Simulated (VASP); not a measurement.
**Ti3W: relaxation of cell and atoms with PBE**

Crystal: Ti3W.

```
Ti W
1.0
     3.91758    0.00000    0.00000
     0.00000    3.91758    0.00000
     0.00000    0.00000    3.91758
Ti W
3 1
Direct
  0.50000 0.00000 0.50000
  0.00000 0.50000 0.50000
  0.50000 0.50000 0.00000
  0.00000 0.00000 0.00000
```

| Quantity | Value |
| --- | --- |
| Program | VASP 6.6.1 |
| Task | relaxation of cell and atoms |
| Functional | PBE |
| Potentials or basis | VASP PAW PBE potentials, release 64 (Ti_sv, W_sv) |
| Cutoff | 600 eV |
| k mesh | 4 × 4 × 4 |
| Occupations | gaussian, width 0.1 eV |
| Spin | no spin polarisation |
| Dipole correction | no |
| Further INCAR settings | ALGO = Normal; EDIFF = 1e-07; IBRION = 2; EDIFFG = -0.04; NSW = 90; ISIF = 3 |

The relaxed volume is 16.82 Å³/atom and the relaxed cell is a = 4.068 Å, b = 4.068 Å, c = 4.068 Å, α = 90.00°, β = 90.00°, γ = 90.00°. The space group after relaxing (to 0.1 Å) is Pm-3m (No. 221), the energy gained by relaxing is 101.2 meV/atom and the ionic steps are 4. The pressure after relaxing is 0.0 GPa and the band gap on the k mesh is zero (bands 25 and 26 overlap by 1.35 eV).

Step by step:
```
step  energy change (eV)  largest force (eV/Å)  pressure (GPa)  volume (Å³)
   1              0.0000                0.0000           19.63        60.12
   2              0.1721                0.0000          -15.99        77.61
   3             -0.4046                0.0000           -0.48        67.50
   4             -0.4050                0.0000           -0.04        67.30
```

Final structure:
```
Ti W
1.0
     4.06755    0.00000    0.00000
     0.00000    4.06755    0.00000
     0.00000    0.00000    4.06755
Ti W
3 1
Cartesian
  2.0338 0.0000 2.0338
  0.0000 2.0338 2.0338
  2.0338 2.0338 0.0000
  0.0000 0.0000 0.0000
```

Levels at points of the mesh, in eV from the Fermi level:
```
           k point  band 20  band 21  band 22  band 23  band 24  band 25  band 26  band 27  band 28  band 29
(0.00, 0.00, 0.00)    -2.99    -2.61    -2.61    -2.61     0.53     0.53     0.53     2.44     2.44     2.87
(0.50, 0.00, 0.00)    -1.75    -1.72    -1.30    -1.30    -0.79    -0.55    -0.55     0.44     1.01     1.84
(0.50, 0.50, 0.00)    -2.26    -1.28    -1.28    -1.17    -0.53    -0.52    -0.51    -0.22    -0.22     0.98
(0.50, 0.50, 0.50)    -3.48    -0.13    -0.13     0.38     0.38     0.38     0.57     0.58     0.58     0.58
```

Run time: 39 s on 1 thread of Intel(R) Xeon(R) 6975P-C (Granite Rapids) (shared host), peak memory 0.19 GiB.

Caveat: the k points lie up to 0.39 Å⁻¹ apart in the final cell, too coarse for converged energies and pressures of a metal; spin-orbit coupling is left out, which moves the levels of the heavy elements.
